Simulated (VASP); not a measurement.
# LiCl (Fm-3m) in VASP: further runs

Aim: see how the results for LiCl move with the level of theory and the settings. Levels: HF, HSE06. Tasks: single point.

All numbers are computed with VASP 6.6.1; they aren't measurements. Logs are shortened: lines on timing, memory, paths and dates and some standing lists are left out, and cuts for length are marked.

### Step 1. The cell of the first run

Symmetry: Fm-3m, No. 225, cubic system. Conventional cell: a = 5.112 Å, b = 5.112 Å, c = 5.112 Å, α = 90.00°, β = 90.00°, γ = 90.00°. Within 3.4 Å of Li (site symmetry m-3m) lie 6 Cl at 2.56 Å. Cl (site symmetry m-3m) has 6 Li at 2.56 Å within 3.4 Å.

### Step 2. Single point, HF

Contents of POSCAR:

```
LiCl
1.0
    0.0000000000      2.5560252152      2.5560252152
    2.5560252152      0.0000000000      2.5560252152
    2.5560252152      2.5560252152      0.0000000000
Li Cl
1 1
Direct
    0.0000000000      0.0000000000      0.0000000000
    0.5000000000      0.5000000000      0.5000000000
```

Contents of INCAR.step1:

```
SYSTEM = LiCl
ALGO = Normal
EDIFF = 1E-5
ENCUT = 520
GGA = PE
ISIF = 2
ISMEAR = 0
LASPH = .True.
LREAL = .False.
LWAVE = .True.
NBANDS = 12
NELM = 60
PREC = Accurate
SIGMA = 0.01
```

Contents of INCAR.step2:

```
SYSTEM = LiCl
AEXX = 1.0
AGGAC = 0.0
ALDAC = 0.0
ALGO = Normal
EDIFF = 1E-6
ENCUT = 520
GGA = PE
ISIF = 2
ISMEAR = 0
ISTART = 1
LASPH = .True.
LCHARG = .True.
LELF = .True.
LHFCALC = .True.
LREAL = .False.
LVHAR = .True.
LWAVE = .False.
NBANDS = 12
NELM = 60
PREC = Accurate
PRECFOCK = Normal
SIGMA = 0.01
```

Contents of KPOINTS:

```
k-points
0
Gamma
  6 6 6
  0 0 0
```

Potentials or basis: VASP PAW PBE potentials, release 64 (Li_sv, Cl).

Command:

```console
> cat potpaw_PBE.64/Li_sv/POTCAR potpaw_PBE.64/Cl/POTCAR > POTCAR
> cp INCAR.step1 INCAR
> mpirun -np 1 vasp_std > vasp.out
> cp INCAR.step2 INCAR
> mpirun -np 1 vasp_std > vasp.out
```

OUTCAR:

```text
SYSTEM = LiCl
   AEXX = 1.0
   EDIFF = 1E-6
   ENCUT = 520
   GGA = PE
   ISIF = 2
   ISMEAR = 0
   ISTART = 1
   LASPH = .True.
   LHFCALC = .True.
   LREAL = .False.
   NELM = 60
   PREC = Accurate
   PRECFOCK = Normal

 ion  position               nearest neighbor table
   1  0.000  0.000  0.000-   2 2.56   2 2.56   2 2.56   2 2.56   2 2.56   2 2.56
   2  0.500  0.500  0.500-   1 2.56   1 2.56   1 2.56   1 2.56   1 2.56   1 2.56

  LATTYP: Found a face centered cubic cell.
 ALAT       =     5.1120504304

  Lattice vectors:

 A1 = (   0.0000000000,   2.5560252152,   2.5560252152)
 A2 = (   2.5560252152,   0.0000000000,   2.5560252152)
 A3 = (   2.5560252152,   2.5560252152,   0.0000000000)

Analysis of symmetry for initial positions (statically):
=====================================================================
 Subroutine PRICEL returns:
 Original cell was already a primitive cell.

 Routine SETGRP: Setting up the symmetry group for a
 face centered cubic supercell.

 Subroutine GETGRP returns: Found 48 space group operations
 (whereof 48 operations were pure point group operations)
 out of a pool of 48 trial point group operations.

The static configuration has the point symmetry O_h .

Analysis of symmetry for dynamics (positions and initial velocities):
=====================================================================
 Subroutine PRICEL returns:
 Original cell was already a primitive cell.

 Routine SETGRP: Setting up the symmetry group for a
 face centered cubic supercell.

 Subroutine GETGRP returns: Found 48 space group operations
 (whereof 48 operations were pure point group operations)
 out of a pool of 48 trial point group operations.

The dynamic configuration has the point symmetry O_h .

 Subroutine INISYM returns: Found 48 space group operations
 (whereof 48 operations are pure point group operations),
 and found     1 'primitive' translations

----------------------------------------------------------------------------------------

                                     Primitive cell

  volume of cell :      33.3984

  direct lattice vectors                    reciprocal lattice vectors
     0.000000000  2.556025215  2.556025215    -0.195616224  0.195616224  0.195616224
     2.556025215  0.000000000  2.556025215     0.195616224 -0.195616224  0.195616224
     2.556025215  2.556025215  0.000000000     0.195616224  0.195616224 -0.195616224

  length of vectors
     3.614765525  3.614765525  3.614765525     0.338817238  0.338817238  0.338817238

  position of ions in fractional coordinates (direct lattice)
     0.000000000  0.000000000  0.000000000
     0.500000000  0.500000000  0.500000000

  ion indices of the primitive-cell ions
   primitive index   ion index
                 1           1
                 2           2

----------------------------------------------------------------------------------------

 KPOINTS: k-points

Automatic generation of k-mesh.
 Grid dimensions read from file:
 generate k-points for:    6    6    6

 Generating k-lattice:

  Cartesian coordinates                     Fractional coordinates (reciprocal lattice)
    -0.032602704  0.032602704  0.032602704     0.166666667  0.000000000  0.000000000
     0.032602704 -0.032602704  0.032602704     0.000000000  0.166666667  0.000000000
     0.032602704  0.032602704 -0.032602704     0.000000000  0.000000000  0.166666667

  Length of vectors
     0.056469540  0.056469540  0.056469540

  Shift w.r.t. Gamma in fractional coordinates (k-lattice)
     0.000000000  0.000000000  0.000000000

 Subroutine IBZKPT returns following result:
 ===========================================

 Found     16 irreducible k-points:

 Following reciprocal coordinates:
            Coordinates               Weight
  0.000000  0.000000  0.000000      1.000000
  0.166667  0.000000  0.000000      8.000000
  0.333333  0.000000  0.000000      8.000000
  0.500000  0.000000  0.000000      4.000000
  0.166667  0.166667  0.000000      6.000000
  0.333333  0.166667  0.000000     24.000000
[... 8 lines left out ...]
 -0.333333  0.333333  0.166667     24.000000
 -0.333333  0.500000  0.166667     12.000000
   k-points           NKPTS =     16   k-points in BZ     NKDIM =    216   number of bands    NBANDS=     12
   number of dos      NEDOS =    301   number of ions     NIONS =      2
   total plane-waves  NPLWV =  21952
   dimension x,y,z NGX =    28 NGY =   28 NGZ =   28
   dimension x,y,z NGXF=    56 NGYF=   56 NGZF=   56
   ions per type =               1   1
   NGX,Y,Z   is equivalent  to a cutoff of  12.88, 12.88, 12.88 a.u.
   NGXF,Y,Z  is equivalent  to a cutoff of  25.75, 25.75, 25.75 a.u.
 SYSTEM =  LiCl
   PREC   = accura    normal or accurate (medium, high low for compatibility)
   ISTART =      1    job   : 0-new  1-cont  2-samecut
   ICHARG =      0    charge: 1-file 2-atom 10-const
   ISPIN  =      1    spin polarized calculation?
   LNONCOLLINEAR =      F non collinear calculations
   LSORBIT =      F    spin-orbit coupling
   LASPH  =      T    aspherical Exc in radial PAW
   ENCUT  =  520.0 eV  38.22 Ry    6.18 a.u.   6.72  6.72  6.72*2*pi/ulx,y,z
   NELM   =     60;   NELMIN=  2; NELMDL=  0     # of ELM steps
   EDIFF  = 0.1E-05   stopping-criterion for ELM
   LREAL  =      F    real-space projection
   EDIFFG = 0.1E-04   stopping-criterion for IOM
   NSW    =      0    number of steps for IOM
   IBRION =     -1    ionic relax: 0-MD 1-quasi-New 2-CG
   NFREE  =      0    steps in history (QN), initial steepest desc. (CG)
   ISIF   =      2    stress and relaxation
   ISYM   =      3    0-nonsym 1-usesym 2-fastsym
   POTIM  = 0.5000    time-step for ionic-motion
   TEBEG  =    0.0;   TEEND  =   0.0 temperature during run
   PSTRESS=    0.0 pullay stress
   NELECT =      10.0000    total number of electrons
   NUPDOWN=      -1.0000    fix difference up-down
   EMIN   =  10.00;   EMAX   =-10.00  energy-range for DOS
   EFERMI =   0.00;   METHOD = LEGACY
   ISMEAR =     0;   SIGMA  =   0.01  broadening in eV -4-tet -1-fermi 0-gaus
   EFERMI_NEDOS =   21; number of points for ismear=-14 and -15
   IALGO  =     38    algorithm
   IMIX   =      1    mixing-type and parameters
     AMIX     =   0.40;   BMIX     =  1.00
     AMIX_MAG =   1.60;   BMIX_MAG =  1.00
  volume/ion in A,a.u.               =      16.70       112.69
  Fermi-wavevector in a.u.,A,eV,Ry     =   1.095216  2.069658 16.320156  1.199498
  Thomas-Fermi vector in A             =   2.231535
   LORBIT       =      0    0 simple, 1 ext, 2 COOP (PROOUT), +10 PAW based schemes
   GGA     = PE    functional components
   LHFCALC =     T    Hartree Fock is set to
   PRECFOCK=normal    Normal, Fast or Accurate (Low or Medium for compatibility)
   ENCUT4O =  -1.0   cutoff for four orbital integrals eV
   NKREDX  =     1    reduce k-point grid by
   NKREDY  =     1    reduce k-point grid by
   NKREDZ  =     1    reduce k-point grid by
   AEXX    =    1.0000 exact exchange contribution
   HFSCREEN=    0.0000 screening length (either q_TF or 0.3 A-1)
   HFSCREENC=   0.0000 screening length for correlation (either q_TF or 0.3 A-1)
   ENCUTFOCK=  -1.0 apply spherical cutoff to Coloumb kernel
   IVDW    =     0    specifies the selected vdW correction
   LEPSILON=     F    determine dielectric tensor
   LRPA    =     F    only Hartree local field effects (RPA)
 non-spin polarized calculation
 Gauss-broadening in eV      SIGMA  =   0.01
  energy-cutoff  :      520.00
  volume of cell :       33.40
 maximum number of plane-waves:       934
  NGX = 24; NGY = 24; NGZ = 24

 number of electron      10.0000003 magnetization

 Free energy of the ion-electron system (eV)
  ---------------------------------------------------
  ext. energy  EPLUGINS =         0.00000000
  ---------------------------------------------------
  free energy    TOTEN  =       -12.76210332 eV

  energy without entropy =      -12.76210332  energy(sigma->0) =      -12.76210332

 E-fermi :  -3.4170     XC(G=0):   0.0000

 val. band max:       -3.6166033972   @ k =   0.0000   0.0000   0.0000
 cond. band min:      11.6865071534   @ k =   0.0000   0.0000   0.0000
 fundamental gap:     15.3031105506
 Fermi energy:        -3.4170202666

 k-point     1 :       0.0000    0.0000    0.0000
  band No.  band energies     occupation
      1     -58.6111      2.00000
      2     -22.1051      2.00000
      3      -3.6166      2.00000
      4      -3.6166      2.00000
      5      -3.6166      2.00000
      6      11.6865      0.00000
      7      17.6499      0.00000
      8      17.6499      0.00000
      9      17.6499      0.00000
     10      20.9020      0.00000
     11      20.9020      0.00000
     12      20.9131      0.00000

 k-point     2 :       0.1667    0.0000    0.0000
  band No.  band energies     occupation
      1     -58.6103      2.00000
      2     -21.9222      2.00000
      3      -4.7118      2.00000
      4      -3.7146      2.00000
      5      -3.7146      2.00000
      6      12.4572      0.00000
      7      16.5678      0.00000
      8      17.3350      0.00000
      9      17.3350      0.00000
     10      19.2493      0.00000
     11      19.2493      0.00000
     12      21.4736      0.00000

 k-point     3 :       0.3333    0.0000    0.0000
  band No.  band energies     occupation
      1     -58.6084      2.00000
      2     -21.5235      2.00000
      3      -6.5709      2.00000
      4      -3.8989      2.00000
      5      -3.8989      2.00000
      6      12.3148      0.00000
      7      15.6979      0.00000
      8      15.6979      0.00000
      9      17.9442      0.00000
     10      21.4934      0.00000
     11      21.4934      0.00000
     12      22.2725      0.00000

 k-point     4 :       0.5000    0.0000    0.0000
  band No.  band energies     occupation
      1     -58.6075      2.00000
      2     -21.3044      2.00000
      3      -7.4033      2.00000
      4      -3.9856      2.00000
      5      -3.9856      2.00000
      6      11.9090      0.00000
      7      15.0694      0.00000
      8      15.0694      0.00000
      9      19.6822      0.00000
     10      23.0452      0.00000
     11      24.1657      0.00000
     12      24.1657      0.00000

 k-point     5 :       0.1667    0.1667    0.0000
  band No.  band energies     occupation
      1     -58.6099      2.00000
      2     -21.8582      2.00000
      3      -4.5962      2.00000
      4      -4.0199      2.00000
      5      -4.0199      2.00000
      6      13.0809      0.00000
      7      15.8392      0.00000
      8      16.5204      0.00000
      9      18.0848      0.00000
     10      18.0848      0.00000
     11      21.6322      0.00000
     12      22.5736      0.00000
[... 108 lines left out ...]
      1     -58.6049      2.00000
      2     -20.9731      2.00000
      3      -7.4205      2.00000
      4      -5.0850      2.00000
      5      -5.0850      2.00000
      6      13.1614      0.00000
      7      13.2740      0.00000
      8      19.0179      0.00000
      9      20.7197      0.00000
     10      20.7197      0.00000
     11      24.1508      0.00000
     12      26.0761      0.00000

 k-point    14 :       0.5000    0.3333    0.1667
  band No.  band energies     occupation
      1     -58.6066      2.00000
      2     -21.2246      2.00000
      3      -6.5583      2.00000
      4      -5.3877      2.00000
      5      -4.4459      2.00000
      6      14.6653      0.00000
      7      14.9838      0.00000
      8      15.1008      0.00000
      9      18.0955      0.00000
     10      20.3704      0.00000
     11      24.6954      0.00000
     12      25.1495      0.00000

 k-point    15 :      -0.3333    0.3333    0.1667
  band No.  band energies     occupation
      1     -58.6058      2.00000
      2     -21.0661      2.00000
      3      -6.7475      2.00000
      4      -5.8611      2.00000
      5      -4.6631      2.00000
      6      14.4400      0.00000
      7      14.9019      0.00000
      8      16.9049      0.00000
      9      17.1541      0.00000
     10      21.5881      0.00000
     11      22.6675      0.00000
     12      25.7025      0.00000

 k-point    16 :      -0.3333    0.5000    0.1667
  band No.  band energies     occupation
      1     -58.6051      2.00000
      2     -20.9798      2.00000
      3      -6.9283      2.00000
      4      -5.7780      2.00000
      5      -5.0482      2.00000
      6      14.2219      0.00000
      7      14.7394      0.00000
      8      17.4108      0.00000
      9      17.5804      0.00000
     10      21.5396      0.00000
     11      24.0160      0.00000
     12      26.1399      0.00000

------------------------ aborting loop because EDIFF is reached ----------------------------------------

  FORCE on cell =-STRESS in cart. coord.  units (eV):
  Direction    XX          YY          ZZ          XY          YZ          ZX
  --------------------------------------------------------------------------------------
  -------------------------------------------------------------------------------------
  Total        0.5769612      0.5769612      0.5769612      0.0000000      0.0000000      0.0000000
  in kB       27.6778149     27.6778149     27.6778149      0.0000000      0.0000000      0.0000000
  external PRESSURE =      27.6778149 kB  Pullay stress =       0.0000000 kB

 VOLUME and BASIS-vectors are now :
 -----------------------------------------------------------------------------
  energy-cutoff  :      520.00
  volume of cell :       33.40
      direct lattice vectors                 reciprocal lattice vectors
     0.000000000  2.556025215  2.556025215    -0.195616224  0.195616224  0.195616224
     2.556025215  0.000000000  2.556025215     0.195616224 -0.195616224  0.195616224
     2.556025215  2.556025215  0.000000000     0.195616224  0.195616224 -0.195616224

 POSITION                                       TOTAL-FORCE (eV/Angst)
 -----------------------------------------------------------------------------------
      0.00000      0.00000      0.00000         0.000000      0.000000      0.000000
      2.55603      2.55603      2.55603         0.000000     -0.000000      0.000000
 -----------------------------------------------------------------------------------
    total drift:                               -0.000001      0.000000     -0.000000

  FREE ENERGIE OF THE ION-ELECTRON SYSTEM (eV)
  ---------------------------------------------------
  free  energy   TOTEN  =       -12.7621033215 eV

  energy  without entropy=      -12.7621033215  energy(sigma->0) =      -12.76210332
```

It took 19 min on 1 thread of AMD EPYC 7R43 (Zen 3), shared host; peak memory 0.13 GiB.

Results:

* Free energy: -12.7621 eV
* Band gap on the k mesh: 15.30 eV

Caveat: the cutoff is under 1.25 times the usual one of these potentials, so pressure, stress and relaxed cells hold a basis-set (Pulay) error; the PAW data sets were made with another functional, which shifts forces and pressure a little. A k mesh can miss the band edges.

### Step 3. Single point, HSE06

Contents of POSCAR:

```
LiCl
1.0
    0.0000000000      2.5571726053      2.5571726053
    2.5571726053      0.0000000000      2.5571726053
    2.5571726053      2.5571726053      0.0000000000
Li Cl
1 1
Direct
    0.0000000000      0.0000000000      0.0000000000
    0.5000000000      0.5000000000      0.5000000000
```

Contents of INCAR.step1:

```
  PREC = Accurate
  ENCUT = 520
  EDIFF = 1E-5
  ISMEAR = -1
  SIGMA = 0.02
  LREAL = F
  LASPH = T
  NELM = 100
  ALGO = Normal
  ISIF = 2
  LWAVE = T
  LCHARG = F
  NBANDS = 12
  GGA = PE
```

Contents of INCAR.step2:

```
  PREC = Accurate
  ENCUT = 520
  EDIFF = 1E-7
  ISMEAR = -1
  SIGMA = 0.02
  LREAL = F
  LASPH = T
  NELM = 100
  ALGO = Normal
  ISIF = 2
  LWAVE = F
  LCHARG = F
  GGA = PE
  LHFCALC = T
  HFSCREEN = 0.2079
  PRECFOCK = Normal
  NBANDS = 12
  ISTART = 1
```

Contents of KPOINTS:

```
Automatic mesh
0
Gamma
  6 6 6
```

Potentials or basis: VASP PAW PBE potentials, release 64 (Li_sv, Cl).

Command:

```console
> cat potpaw_PBE.64/Li_sv/POTCAR potpaw_PBE.64/Cl/POTCAR > POTCAR
> cp INCAR.step1 INCAR
> mpirun -np 1 vasp_std > vasp.out
> cp INCAR.step2 INCAR
> mpirun -np 1 vasp_std > vasp.out
```

It took 13 min on 1 thread of AMD EPYC 7R43 (Zen 3), shared host; peak memory 0.23 GiB.

The run converged. Its results:

| Quantity | Value |
| --- | --- |
| Free energy | -8.4594 eV |
| Band gap on the k mesh | 7.79 eV |

Levels at points of the mesh, in eV from the valence-band top:
```csv
k point,band 1,band 2,band 3,band 4,band 5,band 6,band 7,band 8,band 9,band 10
"(0.00, 0.00, 0.00)",-46.26,-14.70,0.00,0.00,0.00,7.79,13.47,13.47,13.47,16.28
"(0.50, 0.00, 0.00)",-46.26,-14.06,-3.08,-0.29,-0.29,8.13,11.00,11.00,14.81,18.57
"(0.50, 0.50, 0.00)",-46.26,-13.79,-3.15,-1.20,-1.20,9.32,9.61,14.22,15.93,15.93
```

Caveat: the cutoff is under 1.25 times the usual one of these potentials, so pressure, stress and relaxed cells hold a basis-set (Pulay) error; the PAW data sets were made with another functional, which shifts forces and pressure a little.
